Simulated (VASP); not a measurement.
# Cd2HgS3 in VASP: a series of runs

Cd2HgS3 is run at these levels: PBE; tasks: single point, relaxation of cell and atoms.

Program: VASP 6.6.1. These are calculated values, not measurements. Logs are shortened: lines on timing, memory, paths and dates and some standing lists are left out, and cuts for length are marked.

## Step 1: The cell of the first run

It takes space group P3m1 (No. 156, trigonal). The conventional cell has a = 4.097 Å, b = 4.097 Å, c = 10.035 Å, α = 90.00°, β = 90.00°, γ = 120.00°. Within 3.3 Å of Cd (site symmetry 3m) lie 4 S at 2.51 Å. Within 3.3 Å of Cd (site symmetry 3m) lie 4 S at 2.51 Å. Within 3.3 Å of Hg (site symmetry 3m) lie 4 S at 2.51 Å. Within 3.3 Å of S (site symmetry 3m) lie 3 Hg at 2.51 Å and 1 Cd at 2.51 Å. S (site symmetry 3m) has 3 Cd at 2.51 Å and 1 Hg at 2.51 Å within 3.3 Å. Within 3.3 Å of S (site symmetry 3m) lie 4 Cd at 2.51 Å.

## Step 2: Single point, PBE

Input file INCAR:

```
SYSTEM = Cd2HgS3
PREC = Accurate
ENCUT = 520
EDIFF = 1E-6
ISMEAR = 0
SIGMA = 0.1
LREAL = .False.
LASPH = .True.
NELM = 100
ALGO = Normal
ISIF = 2
LWAVE = .False.
LCHARG = .True.
GGA = PE
LELF = .True.
LVHAR = .True.
NBANDS = 36
```

Input file KPOINTS:

```
Automatic mesh
0
Gamma
  6 6 2
  0 0 0
```

Input file POSCAR:

```
Cd2HgS3
1.0
    4.0967736500      0.0000000000      0.0000000000
   -2.0483868300      3.5479100600      0.0000000000
    0.0000000000      0.0000000000     10.0350050400
Cd Hg S
2 1 3
Direct
    0.0000000000      0.0000000000      0.0000000000
    0.6666666700      0.3333333300      0.3333333300
    0.3333333300      0.6666666700      0.6666666700
    0.0000000000      0.0000000000      0.7500000000
    0.3333333300      0.6666666700      0.4166666700
    0.6666666700      0.3333333300      0.0833333300
```

Potentials or basis: VASP PAW PBE potentials, release 64 (Cd, Hg, S).

Started as:

```bash
cat potpaw_PBE.64/Cd/POTCAR potpaw_PBE.64/Hg/POTCAR potpaw_PBE.64/S/POTCAR > POTCAR
mpirun -np 1 vasp_std > vasp.out
```

OUTCAR:

```text
SYSTEM = Cd2HgS3
   PREC = Accurate
   ENCUT = 520
   EDIFF = 1E-6
   ISMEAR = 0
   LREAL = .False.
   LASPH = .True.
   NELM = 100
   ISIF = 2
   GGA = PE

 ion  position               nearest neighbor table
   1  0.000  0.000  0.000-   6 2.51   6 2.51   4 2.51   6 2.51
   2  0.667  0.333  0.333-   5 2.51   6 2.51   5 2.51   5 2.51
   3  0.333  0.667  0.667-   4 2.51   4 2.51   5 2.51   4 2.51
   4  0.000  0.000  0.750-   3 2.51   3 2.51   1 2.51   3 2.51
   5  0.333  0.667  0.417-   2 2.51   3 2.51   2 2.51   2 2.51
   6  0.667  0.333  0.083-   1 2.51   1 2.51   2 2.51   1 2.51

  LATTYP: Found a hexagonal cell.
 ALAT       =     4.0967736500
 C/A-ratio  =     2.4494897442

  Lattice vectors:

 A1 = (   4.0967736500,   0.0000000000,   0.0000000000)
 A2 = (  -2.0483868300,   3.5479100600,   0.0000000000)
 A3 = (   0.0000000000,   0.0000000000,  10.0350050400)

Analysis of symmetry for initial positions (statically):
=====================================================================
 Subroutine PRICEL returns:
 Original cell was already a primitive cell.

 Routine SETGRP: Setting up the symmetry group for a
 hexagonal supercell.

 Subroutine GETGRP returns: Found  6 space group operations
 (whereof  6 operations were pure point group operations)
 out of a pool of 24 trial point group operations.

The static configuration has the point symmetry C_3v.

Analysis of symmetry for dynamics (positions and initial velocities):
=====================================================================
 Subroutine PRICEL returns:
 Original cell was already a primitive cell.

 Routine SETGRP: Setting up the symmetry group for a
 hexagonal supercell.

 Subroutine GETGRP returns: Found  6 space group operations
 (whereof  6 operations were pure point group operations)
 out of a pool of 24 trial point group operations.

The dynamic configuration has the point symmetry C_3v.

 Subroutine INISYM returns: Found  6 space group operations
 (whereof  6 operations are pure point group operations),
 and found     1 'primitive' translations

----------------------------------------------------------------------------------------

                                     Primitive cell

  volume of cell :     145.8586

  direct lattice vectors                    reciprocal lattice vectors
     4.096773650  0.000000000  0.000000000     0.244094521  0.140928037  0.000000000
    -2.048386830  3.547910060  0.000000000     0.000000000  0.281856074  0.000000000
     0.000000000  0.000000000 10.035005040     0.000000000  0.000000000  0.099651171

  length of vectors
     4.096773650  4.096773657 10.035005040     0.281856074  0.281856074  0.099651171

  position of ions in fractional coordinates (direct lattice)
     0.000000000  0.000000000  0.000000000
     0.666666670  0.333333330  0.333333330
     0.333333330  0.666666670  0.666666670
     0.000000000  0.000000000  0.750000000
     0.333333330  0.666666670  0.416666670
     0.666666670  0.333333330  0.083333330

  ion indices of the primitive-cell ions
   primitive index   ion index
                 1           1
                 2           2
                 3           3
                 4           4
                 5           5
                 6           6

----------------------------------------------------------------------------------------

 KPOINTS: Automatic mesh

Automatic generation of k-mesh.
 Grid dimensions read from file:
 generate k-points for:    6    6    2

 Generating k-lattice:

  Cartesian coordinates                     Fractional coordinates (reciprocal lattice)
     0.040682420  0.023488006  0.000000000     0.166666667  0.000000000  0.000000000
     0.000000000  0.046976012  0.000000000     0.000000000  0.166666667  0.000000000
     0.000000000  0.000000000  0.049825585     0.000000000  0.000000000  0.500000000

  Length of vectors
     0.046976012  0.046976012  0.049825585

  Shift w.r.t. Gamma in fractional coordinates (k-lattice)
     0.000000000  0.000000000  0.000000000

 Subroutine IBZKPT returns following result:
 ===========================================

 Found     14 irreducible k-points:

 Following reciprocal coordinates:
            Coordinates               Weight
  0.000000  0.000000  0.000000      1.000000
  0.166667  0.000000  0.000000      6.000000
  0.333333  0.000000  0.000000      6.000000
  0.500000 -0.000000  0.000000      3.000000
  0.166667  0.166667  0.000000      6.000000
  0.333333  0.166667  0.000000     12.000000
  0.333333  0.333333  0.000000      2.000000
  0.000000  0.000000  0.500000      1.000000
  0.166667  0.000000  0.500000      6.000000
  0.333333  0.000000  0.500000      6.000000
  0.500000 -0.000000  0.500000      3.000000
  0.166667  0.166667  0.500000      6.000000
  0.333333  0.166667  0.500000     12.000000
  0.333333  0.333333  0.500000      2.000000
   k-points           NKPTS =     14   k-points in BZ     NKDIM =     14   number of bands    NBANDS=     36
   number of dos      NEDOS =    301   number of ions     NIONS =      6
   total plane-waves  NPLWV =  72000
   dimension x,y,z NGX =    30 NGY =   30 NGZ =   80
   dimension x,y,z NGXF=    60 NGYF=   60 NGZF=  160
   ions per type =               2   1   3
   NGX,Y,Z   is equivalent  to a cutoff of  12.17, 12.17, 13.25 a.u.
   NGXF,Y,Z  is equivalent  to a cutoff of  24.35, 24.35, 26.51 a.u.
 SYSTEM =  Cd2HgS3
   PREC   = accura    normal or accurate (medium, high low for compatibility)
   ISTART =      0    job   : 0-new  1-cont  2-samecut
   ICHARG =      2    charge: 1-file 2-atom 10-const
   ISPIN  =      1    spin polarized calculation?
   LNONCOLLINEAR =      F non collinear calculations
   LSORBIT =      F    spin-orbit coupling
   LASPH  =      T    aspherical Exc in radial PAW
   ENCUT  =  520.0 eV  38.22 Ry    6.18 a.u.   7.62  7.62 18.66*2*pi/ulx,y,z
   NELM   =    100;   NELMIN=  2; NELMDL= -5     # of ELM steps
   EDIFF  = 0.1E-05   stopping-criterion for ELM
   LREAL  =      F    real-space projection
   EDIFFG = 0.1E-04   stopping-criterion for IOM
   NSW    =      0    number of steps for IOM
   IBRION =     -1    ionic relax: 0-MD 1-quasi-New 2-CG
   NFREE  =      0    steps in history (QN), initial steepest desc. (CG)
   ISIF   =      2    stress and relaxation
   ISYM   =      2    0-nonsym 1-usesym 2-fastsym
   POTIM  = 0.5000    time-step for ionic-motion
   TEBEG  =    0.0;   TEEND  =   0.0 temperature during run
   PSTRESS=    0.0 pullay stress
   NELECT =      54.0000    total number of electrons
   NUPDOWN=      -1.0000    fix difference up-down
   EMIN   =  10.00;   EMAX   =-10.00  energy-range for DOS
   EFERMI =   0.00;   METHOD = LEGACY
   ISMEAR =     0;   SIGMA  =   0.10  broadening in eV -4-tet -1-fermi 0-gaus
   EFERMI_NEDOS =   21; number of points for ismear=-14 and -15
   IALGO  =     38    algorithm
   IMIX   =      4    mixing-type and parameters
     AMIX     =   0.40;   BMIX     =  1.00
     AMIX_MAG =   1.60;   BMIX_MAG =  1.00
  volume/ion in A,a.u.               =      24.31       164.05
  Fermi-wavevector in a.u.,A,eV,Ry     =   1.175516  2.221404 18.801059  1.381839
  Thomas-Fermi vector in A             =   2.311896
   LORBIT       =      0    0 simple, 1 ext, 2 COOP (PROOUT), +10 PAW based schemes
   GGA     = PE    functional components
   LHFCALC =     F    Hartree Fock is set to
   AEXX    =    0.0000 exact exchange contribution
   IVDW    =     0    specifies the selected vdW correction
   LEPSILON=     F    determine dielectric tensor
   LRPA    =     F    only Hartree local field effects (RPA)
 non-spin polarized calculation
 Gauss-broadening in eV      SIGMA  =   0.10
  energy-cutoff  :      520.00
  volume of cell :      145.86
 maximum number of plane-waves:      4015
   NGX = 15   NGY = 15   NGZ = 37

 number of electron      54.0000003 magnetization

 Free energy of the ion-electron system (eV)
  ---------------------------------------------------
  ext. energy  EPLUGINS =         0.00000000
  ---------------------------------------------------
  free energy    TOTEN  =       -16.62494328 eV

  energy without entropy =      -16.62493687  energy(sigma->0) =      -16.62494007

 E-fermi :   2.1580     XC(G=0):  -9.3096

 val. band max:        1.9094599446   @ k =   0.0000   0.0000   0.0000
 cond. band min:       2.3930457430   @ k =   0.0000   0.0000   0.0000
 fundamental gap:      0.4835857984
 Fermi energy:         2.1579897162

 k-point     1 :       0.0000    0.0000    0.0000
  band No.  band energies     occupation
      1     -11.0827      2.00000
      2     -10.6823      2.00000
      3     -10.5780      2.00000
      4      -6.1535      2.00000
      5      -6.1535      2.00000
      6      -6.0831      2.00000
[... 28 lines left out ...]
     35       8.4553      0.00000
     36       8.7084      0.00000

 k-point     2 :       0.1667    0.0000    0.0000
  band No.  band energies     occupation
      1     -10.9704      2.00000
      2     -10.6136      2.00000
      3     -10.5194      2.00000
      4      -6.1087      2.00000
      5      -6.0939      2.00000
      6      -6.0614      2.00000
[... 28 lines left out ...]
     35       8.4967      0.00000
     36       8.5759      0.00000

 k-point     3 :       0.3333    0.0000    0.0000
  band No.  band energies     occupation
      1     -10.7263      2.00000
      2     -10.4869      2.00000
      3     -10.4043      2.00000
      4      -6.0361      2.00000
      5      -6.0304      2.00000
      6      -5.9451      2.00000
[... 28 lines left out ...]
     35       8.9514      0.00000
     36       9.1575      0.00000
[... 352 lines left out ...]
 k-point    13 :       0.3333    0.1667    0.5000
  band No.  band energies     occupation
      1     -10.5852      2.00000
      2     -10.4406      2.00000
      3     -10.3497      2.00000
      4      -6.0126      2.00000
      5      -5.9803      2.00000
      6      -5.9426      2.00000
[... 28 lines left out ...]
     35       8.9911      0.00000
     36       9.2899      0.00000

 k-point    14 :       0.3333    0.3333    0.5000
  band No.  band energies     occupation
      1     -10.5144      2.00000
      2     -10.4016      2.00000
      3     -10.3406      2.00000
      4      -5.9921      2.00000
      5      -5.9608      2.00000
      6      -5.9373      2.00000
[... 28 lines left out ...]
     35       8.7729      0.00000
     36       8.7915      0.00000

------------------------ aborting loop because EDIFF is reached ----------------------------------------

  FORCE on cell =-STRESS in cart. coord.  units (eV):
  Direction    XX          YY          ZZ          XY          YZ          ZX
  --------------------------------------------------------------------------------------
  -------------------------------------------------------------------------------------
  Total        4.9136605      4.9136605      4.8495998     -0.0000000      0.0000000      0.0000000
  in kB       53.9738701     53.9738702     53.2701986     -0.0000001      0.0000000      0.0000000
  external PRESSURE =      53.7393130 kB  Pullay stress =       0.0000000 kB

 VOLUME and BASIS-vectors are now :
 -----------------------------------------------------------------------------
  energy-cutoff  :      520.00
  volume of cell :      145.86
      direct lattice vectors                 reciprocal lattice vectors
     4.096773650  0.000000000  0.000000000     0.244094521  0.140928037  0.000000000
    -2.048386830  3.547910060  0.000000000     0.000000000  0.281856074  0.000000000
     0.000000000  0.000000000 10.035005040     0.000000000  0.000000000  0.099651171

 POSITION                                       TOTAL-FORCE (eV/Angst)
 -----------------------------------------------------------------------------------
      0.00000      0.00000      0.00000        -0.000000      0.000000      0.015172
      2.04839      1.18264      3.34500         0.000000      0.000000      0.017556
     -0.00000      2.36527      6.69000        -0.000000      0.000000     -0.006694
      0.00000      0.00000      7.52625        -0.000000     -0.000000      0.182552
     -0.00000      2.36527      4.18125        -0.000000     -0.000000     -0.189685
      2.04839      1.18264      0.83625        -0.000000     -0.000000     -0.018901
 -----------------------------------------------------------------------------------
    total drift:                                0.000001     -0.000001      0.000365

  FREE ENERGIE OF THE ION-ELECTRON SYSTEM (eV)
  ---------------------------------------------------
  free  energy   TOTEN  =       -16.6249432778 eV

  energy  without entropy=      -16.6249368687  energy(sigma->0) =      -16.62494007
```

Run time: 79 s. Hardware: 1 thread of Intel Xeon Platinum 8259CL at 2.50GHz (Skylake/Cascade Lake), shared host; peak memory 0.28 GiB.

Results:

```yaml
Free_energy: -16.6249 eV
Pressure: 5.4 GPa
Largest_force: 0.190 eV/Å
Band_gap_on_the_k_mesh: 0.48 eV, direct
```

Forces on the atoms (eV/Å):
```
Cd   0.000  0.000  0.015
Cd   0.000  0.000  0.018
Hg   0.000  0.000 -0.007
S    0.000  0.000  0.183
S    0.000  0.000 -0.190
S    0.000  0.000 -0.019
```

Caveat: spin-orbit coupling is left out, which moves the levels of the heavy elements.

(Continued in part 2 of 3.)
